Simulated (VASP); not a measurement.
# CuO (P-1) in VASP: further runs, part 2 of 2

VASP 6.6.1.

## (4) Single point, r2SCAN, collinear spin, antiferromagnetic start

POSCAR reads:

```
CuO
1.0
    2.8795009639      0.0000000000      0.0000000000
    0.0390727580      2.8792794796      0.0000000000
    0.0174953863      0.0172449008      5.1763391994
Cu O
2 2
Direct
    0.5000000000      0.0000000000      0.5000000000
    0.0000000000      0.5000000000      0.0000000000
    0.0015760300      0.9983282200      0.2501129000
    0.9984239700      0.0016717800      0.7498871000
```

INCAR.step1 reads:

```
ALGO = Normal
EDIFF = 1E-4
ENCUT = 520
GGA = PE
ISMEAR = 0
ISPIN = 2
LASPH = True
LCHARG = False
LMAXMIX = 4
LREAL = False
LWAVE = True
MAGMOM = -0.61 0.61 0 0
NBANDS = 29
NELM = 150
PREC = Accurate
SIGMA = 0.1
```

INCAR.step2 reads:

```
ALGO = Normal
EDIFF = 1E-6
ENCUT = 520
ISIF = 2
ISMEAR = 0
ISPIN = 2
ISTART = 1
LASPH = True
LCHARG = False
LMAXMIX = 4
LMIXTAU = True
LORBIT = 11
LREAL = False
LWAVE = False
MAGMOM = -0.61 0.61 0 0
METAGGA = R2SCAN
NBANDS = 29
NELM = 150
PREC = Accurate
SIGMA = 0.1
```

KPOINTS reads:

```
k-points
0
Gamma
  6 6 4
```

Potentials or basis: VASP PAW PBE potentials, release 64 (Cu, O).

On the command line:

```sh
$ cat potpaw_PBE.64/Cu/POTCAR potpaw_PBE.64/O/POTCAR > POTCAR
$ cp INCAR.step1 INCAR
$ mpirun -np 1 vasp_std > vasp.out
$ cp INCAR.step2 INCAR
$ mpirun -np 1 vasp_std > vasp.out
```

OUTCAR:

```text
EDIFF = 1E-6
   ENCUT = 520
   ISIF = 2
   ISMEAR = 0
   ISPIN = 2
   ISTART = 1
   LASPH = True
   LORBIT = 11
   LREAL = False
   METAGGA = R2SCAN
   NELM = 150
   PREC = Accurate

 ion  position               nearest neighbor table
   1  0.500  0.000  0.500-   3 1.94   4 1.94   3 1.94   4 1.94
   2  0.000  0.500  0.000-   3 1.94   4 1.94   4 1.94   3 1.94
[... 1771 lines left out ...]
  energy-cutoff  :      520.00
  volume of cell :       42.92
      direct lattice vectors                 reciprocal lattice vectors
     2.879500964  0.000000000  0.000000000     0.347282398 -0.004712735 -0.001158071
     0.039072758  2.879279480  0.000000000     0.000000000  0.347309112 -0.001157055
     0.017495386  0.017244901  5.176339199     0.000000000  0.000000000  0.193186722

 POSITION                                       TOTAL-FORCE (eV/Angst)
 -----------------------------------------------------------------------------------
      1.44850      0.00862      2.58817        -0.000000      0.000000      0.000000
      0.01954      1.43964      0.00000        -0.000000      0.000000      0.000000
      0.04792      2.87878      1.29467        -0.004581      0.006223     -0.009812
      2.88815      0.01775      3.88167         0.004581     -0.006223      0.009812
 -----------------------------------------------------------------------------------
    total drift:                                0.000000     -0.000000     -0.000000

  FREE ENERGIE OF THE ION-ELECTRON SYSTEM (eV)
  ---------------------------------------------------
  free  energy   TOTEN  =       -36.4874038855 eV

  energy  without entropy=      -36.4789982613  energy(sigma->0) =      -36.48320107

 total charge

# of ion       s       p       d       tot
------------------------------------------
    1        0.401   0.421   9.137   9.959
    2        0.400   0.420   9.137   9.958
    3        1.581   3.418   0.000   4.999
    4        1.581   3.418   0.000   4.999
--------------------------------------------------
tot          3.962   7.677  18.275  29.914

 magnetization (x)

# of ion       s       p       d       tot
------------------------------------------
    1       -0.000  -0.000   0.000   0.000
    2        0.000   0.000  -0.000  -0.000
    3        0.000   0.000   0.000   0.000
    4        0.000   0.000   0.000   0.000
--------------------------------------------------
tot          0.000   0.000   0.000   0.000
```

OUTCAR.step1:

```text
EDIFF = 1E-4
   ENCUT = 520
   GGA = PE
   ISMEAR = 0
[... 1791 lines left out ...]
      1.44850      0.00862      2.58817        -0.000000      0.000000      0.000000
      0.01954      1.43964      0.00000        -0.000000      0.000000      0.000000
      0.04792      2.87878      1.29467        -0.004001      0.005688     -0.009879
      2.88815      0.01775      3.88167         0.004001     -0.005688      0.009879
 -----------------------------------------------------------------------------------
    total drift:                                0.000000     -0.000000     -0.000000

  FREE ENERGIE OF THE ION-ELECTRON SYSTEM (eV)
  ---------------------------------------------------
  free  energy   TOTEN  =       -19.7013923241 eV

  energy  without entropy=      -19.6926681117  energy(sigma->0) =      -19.69703022
```

Wall time 18 min (1 thread of Intel Xeon 8259CL, shared host); peak memory 0.28 GiB.

Results:

```yaml
Free_energy: -36.4874 eV
Pressure: 0.2 GPa
Largest_force: 0.012 eV/Å
Band_gap_on_the_k_mesh: zero (filled and empty bands overlap)
Net_moment: 0.00 μB per cell
Valence_electrons_inside_the_program's_atomic_spheres: Cu 9.96; O 5.00
```

Forces on the atoms (eV/Å):
```
Cu   0.000  0.000  0.000
Cu   0.000  0.000  0.000
O   -0.005  0.006 -0.010
O    0.005 -0.006  0.010
```

Levels at points of the mesh, in eV from the Fermi level:
Spin up:
```tsv
k point	band 14	band 15	band 16	band 17	band 18	band 19	band 20	band 21
(0.00, 0.00, 0.00)	-2.65	-2.57	-2.28	0.64	0.68	1.77	6.65	7.79
(0.50, 0.00, 0.00)	-2.16	-1.78	-1.71	0.22	0.45	3.84	6.45	7.14
(0.00, 0.50, 0.00)	-2.16	-1.78	-1.71	0.22	0.45	3.84	6.44	7.14
(0.50, 0.50, 0.00)	-2.63	-1.63	-1.37	-1.36	1.22	2.43	7.49	10.40
(0.00, 0.00, 0.50)	-2.61	-1.75	-1.75	0.09	0.09	3.89	3.89	12.22
(0.50, 0.00, 0.50)	-2.65	-2.26	-2.00	-0.15	0.66	4.56	6.39	8.89
(0.00, 0.50, 0.50)	-2.64	-2.26	-2.00	-0.15	0.67	4.57	6.38	8.89
(0.50, 0.50, 0.50)	-2.21	-1.60	-1.60	-0.46	-0.46	4.29	4.29	11.51
```
Spin down:
```csv
k point,band 15,band 16,band 17,band 18,band 19,band 20
"(0.00, 0.00, 0.00)",-2.57,-2.28,0.64,0.68,1.77,6.65
"(0.50, 0.00, 0.00)",-1.78,-1.71,0.22,0.45,3.84,6.45
"(0.00, 0.50, 0.00)",-1.78,-1.71,0.22,0.45,3.84,6.44
"(0.50, 0.50, 0.00)",-1.63,-1.37,-1.36,1.22,2.43,7.49
"(0.00, 0.00, 0.50)",-1.75,-1.75,0.09,0.09,3.89,3.89
"(0.50, 0.00, 0.50)",-2.26,-2.00,-0.15,0.66,4.56,6.39
"(0.00, 0.50, 0.50)",-2.26,-2.00,-0.15,0.67,4.57,6.38
"(0.50, 0.50, 0.50)",-1.60,-1.60,-0.46,-0.46,4.29,4.29
```

Caveat: the k points lie up to 0.36 Å⁻¹ apart; the PAW data sets were made with another functional, which shifts forces and pressure a little; semilocal functionals often make such compounds metallic where correlation or magnetic order opens a gap, which also shifts bond lengths. With open d or f shells a metallic result of r2SCAN can be an artefact of self-interaction; +U or a hybrid may open a gap.
